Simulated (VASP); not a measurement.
# MgO (P6_3/mmc) in VASP: a series of runs, part 2 of 2

VASP 6.6.1. Earlier steps stand in the parts before.

### 4 Single point, PBEsol

This run uses another cell than the first one, of the same volume but with other edges.

INCAR

```
SYSTEM = MgO
PREC = Accurate
ENCUT = 520
EDIFF = 1E-6
ISMEAR = 0
SIGMA = 0.05
LREAL = .False.
LASPH = .True.
NELM = 60
ALGO = Normal
ISIF = 2
LWAVE = .False.
LCHARG = .False.
GGA = PS
NBANDS = 16
```

KPOINTS

```
Automatic mesh
0
Gamma
  9 9 6
  0 0 0
```

POSCAR

```
MgO
1.0
    3.4947663883      0.0000000000      0.0000000000
   -1.7473831942      3.0265564725      0.0000000000
    0.0000000000      0.0000000000      4.4044000000
Mg O
2 2
Direct
    0.6666666667      0.3333333333      0.7500000000
    0.3333333333      0.6666666667      0.2500000000
    0.6666666667      0.3333333333      0.2500000000
    0.3333333333      0.6666666667      0.7500000000
```

Potentials or basis: VASP PAW PBE potentials, release 64 (Mg, O).

Started as:

```sh
$ cat potpaw_PBE.64/Mg/POTCAR potpaw_PBE.64/O/POTCAR > POTCAR
$ mpirun -np 1 vasp_std > vasp.out
```

OUTCAR:

```text
SYSTEM = MgO
   PREC = Accurate
   ENCUT = 520
   EDIFF = 1E-6
   ISMEAR = 0
   LREAL = .False.
   LASPH = .True.
   NELM = 60
   ISIF = 2
   GGA = PS

 ion  position               nearest neighbor table
   1  0.667  0.333  0.750-   4 2.02   4 2.02   4 2.02   3 2.20   3 2.20   2 2.99   2 2.99   2 2.99
                             2 2.99   2 2.99   2 2.99
   2  0.333  0.667  0.250-   3 2.02   3 2.02   3 2.02   4 2.20   4 2.20   1 2.99   1 2.99   1 2.99
                             1 2.99   1 2.99   1 2.99
   3  0.667  0.333  0.250-   2 2.02   2 2.02   2 2.02   1 2.20   1 2.20
   4  0.333  0.667  0.750-   1 2.02   1 2.02   1 2.02   2 2.20   2 2.20

  LATTYP: Found a hexagonal cell.
 ALAT       =     3.4947663883
 C/A-ratio  =     1.2602845257

  Lattice vectors:

 A1 = (   3.4947663883,   0.0000000000,   0.0000000000)
 A2 = (  -1.7473831942,   3.0265564725,   0.0000000000)
 A3 = (   0.0000000000,   0.0000000000,   4.4044000000)

Analysis of symmetry for initial positions (statically):
=====================================================================
 Subroutine PRICEL returns:
 Original cell was already a primitive cell.

 Routine SETGRP: Setting up the symmetry group for a
 hexagonal supercell.

 Subroutine GETGRP returns: Found 24 space group operations
 (whereof 12 operations were pure point group operations)
 out of a pool of 24 trial point group operations.

The static configuration has the point symmetry D_3d.
 The point group associated with its full space group is D_6h.

Analysis of symmetry for dynamics (positions and initial velocities):
=====================================================================
 Subroutine PRICEL returns:
 Original cell was already a primitive cell.

 Routine SETGRP: Setting up the symmetry group for a
 hexagonal supercell.

 Subroutine GETGRP returns: Found 24 space group operations
 (whereof 12 operations were pure point group operations)
 out of a pool of 24 trial point group operations.

The dynamic configuration has the point symmetry D_3d.
 The point group associated with its full space group is D_6h.
[... 126 lines left out ...]
  Thomas-Fermi vector in A             =   2.283157
   LORBIT       =      0    0 simple, 1 ext, 2 COOP (PROOUT), +10 PAW based schemes
   GGA     = PS    functional components
   LHFCALC =     F    Hartree Fock is set to
   AEXX    =    0.0000 exact exchange contribution
   IVDW    =     0    specifies the selected vdW correction
   LEPSILON=     F    determine dielectric tensor
   LRPA    =     F    only Hartree local field effects (RPA)
 non-spin polarized calculation
 Gauss-broadening in eV      SIGMA  =   0.05
  energy-cutoff  :      520.00
  volume of cell :       46.59
 maximum number of plane-waves:      1279
 NGX is ok and might be reduce to    28

 number of electron      15.9999994 magnetization

 Free energy of the ion-electron system (eV)
  ---------------------------------------------------
  ext. energy  EPLUGINS =         0.00000000
  ---------------------------------------------------
  free energy    TOTEN  =       -24.68137861 eV

  energy without entropy =      -24.68137861  energy(sigma->0) =      -24.68137861

 E-fermi :   1.7892     XC(G=0): -10.0667

 val. band max:        1.5937052969   @ k =   0.0000   0.0000   0.0000
 cond. band min:       4.5521709050   @ k =   0.0000   0.0000   0.0000
 fundamental gap:      2.9584656081
 Fermi energy:         1.7891814700

 k-point     1 :       0.0000    0.0000    0.0000
  band No.  band energies     occupation
      1     -15.0841      2.00000
      2     -13.8820      2.00000
      3      -2.0417      2.00000
      4      -0.0466      2.00000
      5      -0.0466      2.00000
      6       0.7287      2.00000
[... 433 lines left out ...]
      3      -1.7870      2.00000
      4      -1.1671      2.00000
      5      -1.1671      2.00000
      6       0.2713      2.00000
[... 8 lines left out ...]
     15      14.8041      0.00000
     16      17.4805      0.00000

 [... further k-points ...]

------------------------ aborting loop because EDIFF is reached ----------------------------------------

  FORCE on cell =-STRESS in cart. coord.  units (eV):
  Direction    XX          YY          ZZ          XY          YZ          ZX
  --------------------------------------------------------------------------------------
  -------------------------------------------------------------------------------------
  Total       -1.1165747     -1.1165747     -2.9189633      0.0000000      0.0000000      0.0000000
  in kB      -38.4011913    -38.4011913   -100.3888636      0.0000000      0.0000000      0.0000000
  external PRESSURE =     -59.0637487 kB  Pullay stress =       0.0000000 kB

 VOLUME and BASIS-vectors are now :
 -----------------------------------------------------------------------------
  energy-cutoff  :      520.00
  volume of cell :       46.59
      direct lattice vectors                 reciprocal lattice vectors
     3.494766388  0.000000000  0.000000000     0.286142159  0.165204253  0.000000000
    -1.747383194  3.026556472  0.000000000     0.000000000  0.330408505  0.000000000
     0.000000000  0.000000000  4.404400000     0.000000000  0.000000000  0.227045682

 POSITION                                       TOTAL-FORCE (eV/Angst)
 -----------------------------------------------------------------------------------
      1.74738      1.00885      3.30330         0.000000      0.000000      0.000000
     -0.00000      2.01770      1.10110        -0.000000      0.000000      0.000000
      1.74738      1.00885      1.10110        -0.000000     -0.000000      0.000000
     -0.00000      2.01770      3.30330         0.000000     -0.000000      0.000000
 -----------------------------------------------------------------------------------
    total drift:                               -0.000000      0.000000     -0.000000

  FREE ENERGIE OF THE ION-ELECTRON SYSTEM (eV)
  ---------------------------------------------------
  free  energy   TOTEN  =       -24.6813786086 eV

  energy  without entropy=      -24.6813786086  energy(sigma->0) =      -24.68137861
```

Run time: 26 s. Hardware: 1 thread of Intel Xeon Platinum 8488C (Sapphire Rapids), shared host; peak memory 0.18 GiB.

Results:

```
Free energy            : -24.6814 eV
Pressure               : -5.9 GPa
Band gap on the k mesh : 2.96 eV, direct
```

Caveat: the PAW data sets were made with another functional, which shifts forces and pressure a little. Expect the measured gap to be larger: semilocal functionals such as PBEsol lack the derivative discontinuity.

### 5 Overview

| cell | gap on the mesh (eV) | pressure (GPa) |
| --- | --- | --- |
| a = 3.611, b = 3.611, c = 4.125 Å, angles 90.0, 90.0, 120.0°, 4 atoms | 3.11 | -5.4 |
| a = 3.553, b = 3.553, c = 4.195 Å, angles 90.0, 90.0, 120.0°, 4 atoms | 3.13 | -4.3 |
| a = 3.495, b = 3.495, c = 4.404 Å, angles 90.0, 90.0, 120.0°, 4 atoms | 2.96 | -5.9 |

Alike in all rows: task single point; level PBEsol; potentials or basis VASP PAW PBE potentials, release 64 (Mg, O); no spin polarisation; k mesh 9 × 9 × 6; cutoff (eV) 520; smearing gaussian 0.05 eV.

Caveats: the PAW data sets were made with another functional, which shifts forces and pressure a little.

Absolute energies hang on the potentials; compare differences alone.
